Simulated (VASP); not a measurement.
# B3N2 (P4/mbm) in VASP: further runs

The runs below take B3N2 through single point, relaxation of cell and atoms, with PBE.

All numbers are computed with VASP 6.6.1; they aren't measurements. Logs are shortened: lines on timing, memory, paths and dates and some standing lists are left out, and cuts for length are marked.

## 1. The cell of the first run

The structure is tetragonal, space group P4/mbm (No. 127). The conventional cell has a = 7.770 Å, b = 7.770 Å, c = 2.625 Å, α = 90.00°, β = 90.00°, γ = 90.00°. Within 3.5 Å of B (site symmetry 4/m) lie 10 B at 2.62 to 3.04 Å and 4 N at 2.75 Å. Within 1.8 Å of B (site symmetry m2m) lie 2 N at 1.31 Å. N (site symmetry m2m) has 2 B at 1.31 Å within 1.8 Å.

## 2. Single point, PBE

Contents of INCAR:

```
SYSTEM = B3N2
  PREC = Accurate
  ENCUT = 520
  EDIFF = 1E-6
  ISMEAR = 0
  SIGMA = 0.1
  LREAL = .FALSE.
  LASPH = .TRUE.
  NELM = 100
  ALGO = Normal
  ISIF = 2
  LWAVE = .FALSE.
  LCHARG = .TRUE.
  GGA = PE
  LELF = .TRUE.
  LVHAR = .TRUE.
  NBANDS = 30
```

Contents of KPOINTS:

```
regular mesh
0
G
  6 6 14
  0 0 0
```

Contents of POSCAR:

```
B3N2
1.0
    7.7700818119      0.0000000000      0.0000000000
    0.0000000000      7.7700818119      0.0000000000
    0.0000000000      0.0000000000      2.6245905080
B N
6 4
Direct
    0.0000000000      0.0000000000      0.0000000000
    0.5000000000      0.5000000000      0.0000000000
    0.2494839550      0.7494839550      0.5000000000
    0.2505160450      0.2494839550      0.5000000000
    0.7505160450      0.2505160450      0.5000000000
    0.7494839550      0.7505160450      0.5000000000
    0.2494568546      0.7494568546      0.0000000000
    0.2505431454      0.2494568546      0.0000000000
    0.7505431454      0.2505431454      0.0000000000
    0.7494568546      0.7505431454      0.0000000000
```

Potentials or basis: VASP PAW PBE potentials, release 64 (B, N).

Launch:

```sh
cat potpaw_PBE.64/B/POTCAR potpaw_PBE.64/N/POTCAR > POTCAR
mpirun -np 1 vasp_std > vasp.out
```

OUTCAR:

```text
SYSTEM = B3N2
   PREC = Accurate
   ENCUT = 520
   EDIFF = 1E-6
   ISMEAR = 0
   LREAL = .FALSE.
   LASPH = .TRUE.
   NELM = 100
   ISIF = 2
   GGA = PE

 ion  position               nearest neighbor table
   1  0.000  0.000  0.000-
   2  0.500  0.500  0.000-
   3  0.249  0.749  0.500-   7 1.31   7 1.31
   4  0.251  0.249  0.500-   8 1.31   8 1.31
   5  0.751  0.251  0.500-   9 1.31   9 1.31
   6  0.749  0.751  0.500-  10 1.31  10 1.31
   7  0.249  0.749  0.000-   3 1.31   3 1.31
   8  0.251  0.249  0.000-   4 1.31   4 1.31
   9  0.751  0.251  0.000-   5 1.31   5 1.31
  10  0.749  0.751  0.000-   6 1.31   6 1.31

  LATTYP: Found a simple tetragonal cell.
 ALAT       =     7.7700818119
 C/A-ratio  =     0.3377815796

  Lattice vectors:

 A1 = (   7.7700818119,   0.0000000000,   0.0000000000)
 A2 = (   0.0000000000,   7.7700818119,   0.0000000000)
 A3 = (   0.0000000000,   0.0000000000,   2.6245905080)

Analysis of symmetry for initial positions (statically):
=====================================================================
 Subroutine PRICEL returns:
 Original cell was already a primitive cell.

 Routine SETGRP: Setting up the symmetry group for a
 simple tetragonal supercell.

 Subroutine GETGRP returns: Found 16 space group operations
 (whereof  8 operations were pure point group operations)
 out of a pool of 16 trial point group operations.

The static configuration has the point symmetry C_4h.
 The point group associated with its full space group is D_4h.

Analysis of symmetry for dynamics (positions and initial velocities):
=====================================================================
 Subroutine PRICEL returns:
 Original cell was already a primitive cell.

 Routine SETGRP: Setting up the symmetry group for a
 simple tetragonal supercell.

 Subroutine GETGRP returns: Found 16 space group operations
 (whereof  8 operations were pure point group operations)
 out of a pool of 16 trial point group operations.

The dynamic configuration has the point symmetry C_4h.
 The point group associated with its full space group is D_4h.

 Subroutine INISYM returns: Found 16 space group operations
 (whereof  8 operations are pure point group operations),
 and found     1 'primitive' translations

----------------------------------------------------------------------------------------

                                     Primitive cell

  volume of cell :     158.4575

  direct lattice vectors                    reciprocal lattice vectors
     7.770081812  0.000000000  0.000000000     0.128698774  0.000000000  0.000000000
     0.000000000  7.770081812  0.000000000     0.000000000  0.128698774  0.000000000
     0.000000000  0.000000000  2.624590508     0.000000000  0.000000000  0.381011818

  length of vectors
     7.770081812  7.770081812  2.624590508     0.128698774  0.128698774  0.381011818

  position of ions in fractional coordinates (direct lattice)
     0.000000000  0.000000000  0.000000000
     0.500000000  0.500000000  0.000000000
     0.249483955  0.749483955  0.500000000
     0.250516045  0.249483955  0.500000000
     0.750516045  0.250516045  0.500000000
     0.749483955  0.750516045  0.500000000
     0.249456855  0.749456855  0.000000000
     0.250543145  0.249456855  0.000000000
     0.750543145  0.250543145  0.000000000
     0.749456855  0.750543145  0.000000000

  ion indices of the primitive-cell ions
   primitive index   ion index
                 1           1
                 2           2
                 3           3
                 4           4
                 5           5
                 6           6
                 7           7
                 8           8
                 9           9
                10          10

----------------------------------------------------------------------------------------

 KPOINTS: regular mesh

Automatic generation of k-mesh.
 Grid dimensions read from file:
 generate k-points for:    6    6   14

 Generating k-lattice:

  Cartesian coordinates                     Fractional coordinates (reciprocal lattice)
     0.021449796  0.000000000  0.000000000     0.166666667  0.000000000  0.000000000
     0.000000000  0.021449796  0.000000000     0.000000000  0.166666667  0.000000000
     0.000000000  0.000000000  0.027215130     0.000000000  0.000000000  0.071428571

  Length of vectors
     0.021449796  0.021449796  0.027215130

  Shift w.r.t. Gamma in fractional coordinates (k-lattice)
     0.000000000  0.000000000  0.000000000

 Subroutine IBZKPT returns following result:
 ===========================================

 Found     80 irreducible k-points:

 Following reciprocal coordinates:
            Coordinates               Weight
  0.000000  0.000000  0.000000      1.000000
  0.166667  0.000000  0.000000      4.000000
  0.333333  0.000000  0.000000      4.000000
  0.500000  0.000000  0.000000      2.000000
  0.166667  0.166667  0.000000      4.000000
  0.333333  0.166667  0.000000      8.000000
[... 16 lines left out ...]
  0.333333  0.000000  0.142857      8.000000
  0.500000  0.000000  0.142857      4.000000
 [... further k-points ...]
   k-points           NKPTS =     80   k-points in BZ     NKDIM =     80   number of bands    NBANDS=     30
   number of dos      NEDOS =    301   number of ions     NIONS =     10
   total plane-waves  NPLWV =  72000
   dimension x,y,z NGX =    60 NGY =   60 NGZ =   20
   dimension x,y,z NGXF=   120 NGYF=  120 NGZF=   40
   ions per type =               6   4
   NGX,Y,Z   is equivalent  to a cutoff of  12.84, 12.84, 12.67 a.u.
   NGXF,Y,Z  is equivalent  to a cutoff of  25.67, 25.67, 25.34 a.u.
 SYSTEM =  B3N2
   PREC   = accura    normal or accurate (medium, high low for compatibility)
   ISTART =      0    job   : 0-new  1-cont  2-samecut
   ICHARG =      2    charge: 1-file 2-atom 10-const
   ISPIN  =      1    spin polarized calculation?
   LNONCOLLINEAR =      F non collinear calculations
   LSORBIT =      F    spin-orbit coupling
   LASPH  =      T    aspherical Exc in radial PAW
   ENCUT  =  520.0 eV  38.22 Ry    6.18 a.u.  14.45 14.45  4.88*2*pi/ulx,y,z
   NELM   =    100;   NELMIN=  2; NELMDL= -5     # of ELM steps
   EDIFF  = 0.1E-05   stopping-criterion for ELM
   LREAL  =      F    real-space projection
   EDIFFG = 0.1E-04   stopping-criterion for IOM
   NSW    =      0    number of steps for IOM
   IBRION =     -1    ionic relax: 0-MD 1-quasi-New 2-CG
   NFREE  =      0    steps in history (QN), initial steepest desc. (CG)
   ISIF   =      2    stress and relaxation
   ISYM   =      2    0-nonsym 1-usesym 2-fastsym
   POTIM  = 0.5000    time-step for ionic-motion
   TEBEG  =    0.0;   TEEND  =   0.0 temperature during run
   PSTRESS=    0.0 pullay stress
   NELECT =      38.0000    total number of electrons
   NUPDOWN=      -1.0000    fix difference up-down
   EMIN   =  10.00;   EMAX   =-10.00  energy-range for DOS
   EFERMI =   0.00;   METHOD = LEGACY
   ISMEAR =     0;   SIGMA  =   0.10  broadening in eV -4-tet -1-fermi 0-gaus
   EFERMI_NEDOS =   21; number of points for ismear=-14 and -15
   IALGO  =     38    algorithm
   IMIX   =      4    mixing-type and parameters
     AMIX     =   0.40;   BMIX     =  1.00
     AMIX_MAG =   1.60;   BMIX_MAG =  1.00
  volume/ion in A,a.u.               =      15.85       106.93
  Fermi-wavevector in a.u.,A,eV,Ry     =   1.017103  1.922047 14.075219  1.034499
  Thomas-Fermi vector in A             =   2.150485
   LORBIT       =      0    0 simple, 1 ext, 2 COOP (PROOUT), +10 PAW based schemes
   GGA     = PE    functional components
   LHFCALC =     F    Hartree Fock is set to
   AEXX    =    0.0000 exact exchange contribution
   IVDW    =     0    specifies the selected vdW correction
   LEPSILON=     F    determine dielectric tensor
   LRPA    =     F    only Hartree local field effects (RPA)
 non-spin polarized calculation
 Gauss-broadening in eV      SIGMA  =   0.10
  energy-cutoff  :      520.00
  volume of cell :      158.46
 maximum number of plane-waves:      4322
 NGX is ok and might be reduce to    60
   NGX = 29   NGY = 29   NGZ =  9

 number of electron      37.9999996 magnetization

 Free energy of the ion-electron system (eV)
  ---------------------------------------------------
  ext. energy  EPLUGINS =         0.00000000
  ---------------------------------------------------
  free energy    TOTEN  =       -67.60097162 eV

  energy without entropy =      -67.58953097  energy(sigma->0) =      -67.59525130

 E-fermi :   1.4959     XC(G=0):  -7.7869

 val. band max:        1.4871005521   @ k =   0.3333   0.0000   0.0000
 cond. band min:       1.4979240068   @ k =   0.1667   0.1667   0.3571
 fundamental gap:      0.0108234546
 Fermi energy:         1.4958939789

 k-point     1 :       0.0000    0.0000    0.0000
  band No.  band energies     occupation
      1     -16.8815      2.00000
      2     -16.7849      2.00000
      3     -16.7849      2.00000
      4     -16.7025      2.00000
      5      -8.3413      2.00000
      6      -8.3325      2.00000
[... 22 lines left out ...]
     29       7.5660      0.00000
     30       7.6229      0.00000

 k-point     2 :       0.1667    0.0000    0.0000
  band No.  band energies     occupation
      1     -16.8752      2.00000
      2     -16.7915      2.00000
      3     -16.7795      2.00000
      4     -16.7082      2.00000
      5      -8.3407      2.00000
      6      -8.3331      2.00000
[... 22 lines left out ...]
     29       7.5790      0.00000
     30       7.6169      0.00000

 k-point     3 :       0.3333    0.0000    0.0000
  band No.  band energies     occupation
      1     -16.8578      2.00000
      2     -16.8096      2.00000
      3     -16.7646      2.00000
      4     -16.7234      2.00000
      5      -8.3391      2.00000
      6      -8.3347      2.00000
[... 682 lines left out ...]
     29       7.7074      0.00000
     30       7.8023      0.00000

 k-point    24 :       0.5000    0.0000    0.1429
  band No.  band energies     occupation
      1     -16.7340      2.00000
      2     -16.7340      2.00000
      3     -16.6519      2.00000
      4     -16.6519      2.00000
      5      -8.6336      2.00000
      6      -8.6336      2.00000
[... 22 lines left out ...]
     29       7.5973      0.00000
     30       7.5973      0.00000

 [... further k-points ...]
[... 5 lines left out ...]
  --------------------------------------------------------------------------------------
  -------------------------------------------------------------------------------------
  Total       -0.0534156     -0.0534156     -0.6584487      0.0000000      0.0000000      0.0000000
  in kB       -0.5400895     -0.5400895     -6.6576320      0.0000000      0.0000000      0.0000000
  external PRESSURE =      -2.5792703 kB  Pullay stress =       0.0000000 kB

 VOLUME and BASIS-vectors are now :
 -----------------------------------------------------------------------------
  energy-cutoff  :      520.00
  volume of cell :      158.46
      direct lattice vectors                 reciprocal lattice vectors
     7.770081812  0.000000000  0.000000000     0.128698774  0.000000000  0.000000000
     0.000000000  7.770081812  0.000000000     0.000000000  0.128698774  0.000000000
     0.000000000  0.000000000  2.624590508     0.000000000  0.000000000  0.381011818

 POSITION                                       TOTAL-FORCE (eV/Angst)
 -----------------------------------------------------------------------------------
      0.00000      0.00000      0.00000         0.000000     -0.000000      0.000000
      3.88504      3.88504      0.00000         0.000000     -0.000000      0.000000
      1.93851      5.82355      1.31230         0.000024      0.000024      0.000000
      1.94653      1.93851      1.31230        -0.000024      0.000024      0.000000
      5.83157      1.94653      1.31230        -0.000024     -0.000024      0.000000
      5.82355      5.83157      1.31230         0.000024     -0.000024     -0.000000
      1.93830      5.82334      0.00000         0.000085      0.000085      0.000000
      1.94674      1.93830      0.00000        -0.000085      0.000085      0.000000
      5.83178      1.94674      0.00000        -0.000085     -0.000085      0.000000
      5.82334      5.83178      0.00000         0.000085     -0.000085     -0.000000
 -----------------------------------------------------------------------------------
    total drift:                               -0.000000     -0.000000     -0.000000

  FREE ENERGIE OF THE ION-ELECTRON SYSTEM (eV)
  ---------------------------------------------------
  free  energy   TOTEN  =       -67.6009716176 eV

  energy  without entropy=      -67.5895309741  energy(sigma->0) =      -67.59525130
```

Run time: 2.8 min. Hardware: 1 thread of AMD EPYC 9R45 (Zen 5), shared host; peak memory 0.4 GiB.

Results:

```
Free energy            : -67.6010 eV
Pressure               : -0.3 GPa
Band gap on the k mesh : zero (bands 19 and 20 overlap by 3.01 eV)
```

Stress tensor (GPa, compression positive):
```
-0.05  0.00  0.00
 0.00 -0.05  0.00
 0.00  0.00 -0.67
```

## 3. Relaxation of cell and atoms, PBE

This run uses another cell than the first one, of 13.39 Å³/atom.

Contents of INCAR:

```
SYSTEM = B3N2
PREC = Accurate ; ENCUT = 600
EDIFF = 1E-7 ; ISMEAR = 0
SIGMA = 0.1 ; LREAL = .False.
LASPH = .True. ; NELM = 80
ALGO = Normal ; ISIF = 3
LWAVE = .False. ; LCHARG = .False.
GGA = PE ; IBRION = 2
NSW = 100 ; EDIFFG = -0.01
```

Contents of KPOINTS:

```
regular mesh
0
Gamma
  6 6 14
  0 0 0
```

Contents of POSCAR:

```
B3N2
1.0
    7.1105957939      0.0000000000      0.0000000000
    0.0000000000      7.1105957939      0.0000000000
    0.0000000000      0.0000000000      2.6474525892
B N
6 4
Direct
    0.0000000000      0.0000000000      0.0000000000
    0.5000000000      0.5000000000      0.0000000000
    0.2528261494      0.7528261494      0.5000000000
    0.2471738506      0.2528261494      0.5000000000
    0.7471738506      0.2471738506      0.5000000000
    0.7528261494      0.7471738506      0.5000000000
    0.2518096433      0.7518096433      0.0000000000
    0.2481903567      0.2518096433      0.0000000000
    0.7481903567      0.2481903567      0.0000000000
    0.7518096433      0.7481903567      0.0000000000
```

Potentials or basis: VASP PAW PBE potentials, release 64 (B, N).

Launch:

```sh
cat potpaw_PBE.64/B/POTCAR potpaw_PBE.64/N/POTCAR > POTCAR
mpirun -np 1 vasp_std > vasp.out
```

It took 32 min on 1 thread of Intel Xeon Platinum 8259CL at 2.50GHz (Skylake/Cascade Lake), shared host; peak memory 0.45 GiB.

The run converged. Its results:

| Item | Value |
| --- | --- |
| Free energy | -67.5943 eV |
| Relaxed volume | 15.76 Å³/atom |
| Relaxed cell | a = 7.752 Å, b = 7.752 Å, c = 2.623 Å, α = 90.00°, β = 90.00°, γ = 90.00° |
| Space group after relaxing (to 0.1 Å) | P4/mbm (No. 127) |
| Energy gained by relaxing | 16.1 meV/atom |
| Ionic steps | 11 |
| Pressure after relaxing | 0.0 GPa |
| Band gap on the k mesh | zero (bands 19 and 20 overlap by 2.99 eV) |

Forces on the atoms (eV/Å):
```
B    0.000  0.000  0.000
B    0.000  0.000  0.000
B    0.001  0.001  0.000
B   -0.001  0.001  0.000
B   -0.001 -0.001  0.000
B    0.001 -0.001  0.000
N   -0.002 -0.002  0.000
N    0.002 -0.002  0.000
N    0.002  0.002  0.000
N   -0.002  0.002  0.000
```

Step by step:
```
step  energy change (eV)  largest force (eV/Å)  pressure (GPa)  volume (Å³)
   1              0.0000                0.0425           -0.59       133.86
   2              0.0952                0.0187            7.92       132.85
   3             -0.0232                0.0342            1.89       133.56
   4             -0.0539                0.0233            1.58       136.00
   5             -0.1188                0.0147            0.77       143.44
   6             -0.1546                0.1085           -0.41       158.91
   7             -0.1564                0.0905           -0.22       155.96
   8             -0.1357                0.0222            2.30       156.89
   9             -0.1579                0.0750            0.28       156.15
  10             -0.1612                0.0116           -0.09       157.86
  11             -0.1614                0.0023           -0.03       157.60
```

Final structure:
```cif
data_structure
_symmetry_space_group_name_H-M 'P 1'
_symmetry_Int_Tables_number 1
_cell_length_a 7.7515
_cell_length_b 7.7515
_cell_length_c 2.6229
_cell_angle_alpha 90.000
_cell_angle_beta 90.000
_cell_angle_gamma 90.000
_cell_volume 157.60
loop_
_atom_site_label
_atom_site_type_symbol
_atom_site_fract_x
_atom_site_fract_y
_atom_site_fract_z
_atom_site_occupancy
B1 B 0.00000 0.00000 0.00000 1
B2 B 0.50000 0.50000 0.00000 1
B3 B 0.25224 0.75224 0.50000 1
B4 B 0.24776 0.25224 0.50000 1
B5 B 0.74776 0.24776 0.50000 1
B6 B 0.75224 0.74776 0.50000 1
N1 N 0.25241 0.75241 0.00000 1
N2 N 0.24760 0.25241 0.00000 1
N3 N 0.74759 0.24760 0.00000 1
N4 N 0.75241 0.74759 0.00000 1
```

Levels at points of the mesh, in eV from the Fermi level:
| k point | band 15 | band 16 | band 17 | band 18 | band 19 | band 20 | band 21 | band 22 | band 23 | band 24 |
| --- | --- | --- | --- | --- | --- | --- | --- | --- | --- | --- |
| (0.00, 0.00, 0.00) | -6.23 | -6.22 | -6.03 | -3.91 | -0.53 | -0.53 | 1.41 | 1.41 | 2.26 | 4.73 |
| (0.50, 0.00, 0.00) | -6.15 | -6.15 | -5.00 | -5.00 | 0.44 | 0.44 | 0.45 | 0.45 | 3.33 | 3.33 |
| (0.50, 0.50, 0.00) | -6.45 | -6.45 | -4.69 | -4.69 | -0.32 | -0.32 | 1.26 | 1.26 | 3.67 | 3.67 |
| (0.00, 0.00, 0.50) | -3.07 | -3.07 | -2.93 | -2.84 | -1.80 | -0.94 | 0.13 | 0.16 | 0.16 | 1.31 |
| (0.50, 0.00, 0.50) | -3.01 | -3.01 | -2.41 | -2.41 | -1.87 | -1.87 | 0.40 | 0.40 | 0.71 | 0.71 |
| (0.50, 0.50, 0.50) | -3.18 | -3.18 | -2.37 | -2.37 | -1.62 | -1.62 | 0.51 | 0.51 | 0.70 | 0.70 |

Caveat: the volume moved by over 15 % at a fixed basis, so the end points are rough.

The gap in the log of VASP goes by the Fermi energy; the results here count the filled bands.